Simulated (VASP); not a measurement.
Wanted: the native input for a VASP 6.6.1 run.

```yaml
Task: single point
Functional: LDA
Potentials_or_basis: VASP PAW LDA potentials, release 64 (Ir)
Cutoff: 520 eV
k_mesh: 17 × 17 × 17
Occupations: fermi-dirac, width 0.1 eV
Spin: no spin polarisation
Dipole_correction: no
Further_INCAR_settings: ALGO = Normal; EDIFF = 1e-06; NBANDS = 10
```

The structure of Ir lies in POSCAR:

```
Ir
1.0
    0.0000000000      1.9058453410      1.9058453410
    1.9058453410      0.0000000000      1.9058453410
    1.9058453410      1.9058453410      0.0000000000
Ir
1
Direct
    0.0000000000      0.0000000000      0.0000000000
```

The input as run:

INCAR

```
SYSTEM = Ir
ALGO = Normal ; EDIFF = 1E-6
ENCUT = 520 ; ISIF = 2
ISMEAR = -1 ; LASPH = .TRUE.
LCHARG = .TRUE. ; LELF = .TRUE.
LREAL = .FALSE. ; LVHAR = .TRUE.
LWAVE = .FALSE. ; NBANDS = 10
NELM = 60 ; PREC = Accurate
SIGMA = 0.1
```

KPOINTS

```
k-points
0
G
  17 17 17
  0 0 0
```

Potentials or basis: VASP PAW LDA potentials, release 64 (Ir).

Launch:

```sh
$ cat potpaw_LDA.64/Ir/POTCAR > POTCAR
$ mpirun -np 1 vasp_std > vasp.out
```

It gave:

```json
{
  "Pressure": "2.6 GPa"
}
```

It took 10 s on 1 thread of AMD EPYC 9R45 96-Core Processor (Zen 5) (shared host), peak memory 0.11 GiB.
